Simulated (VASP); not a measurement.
Here is a VASP 6.6.1 calculation.

The input INCAR:

```
  ALGO = Fast
  EDIFF = 1E-6
  ENCUT = 520
  GGA = PE
  ISIF = 2
  ISMEAR = 0
  LASPH = True
  LCHARG = False
  LREAL = False
  LWAVE = False
  NBANDS = 12
  NELM = 80
  PREC = Accurate
  SIGMA = 0.1
```

File KPOINTS:

```
k-points
0
Gamma
  16 16 16
```

Contents of POSCAR:

```
Cd
1.0
   -1.7818085234      1.7818085234      1.7818085234
    1.7818085234     -1.7818085234      1.7818085234
    1.7818085234      1.7818085234     -1.7818085234
Cd
1
Direct
    0.0000000000      0.0000000000      0.0000000000
```

Potentials or basis: VASP PAW PBE potentials, release 64 (Cd).

Launch:

```sh
$ cat potpaw_PBE.64/Cd/POTCAR > POTCAR
$ mpirun -np 1 vasp_std > vasp.out
```

(1) What does it give for the band gap on the k mesh?

(2) Predict the pressure.

## Answers

(1) zero (band 6 reaches 6.06 eV, above the bottom of band 7 at 1.68 eV).

(2) 1.6 GPa.
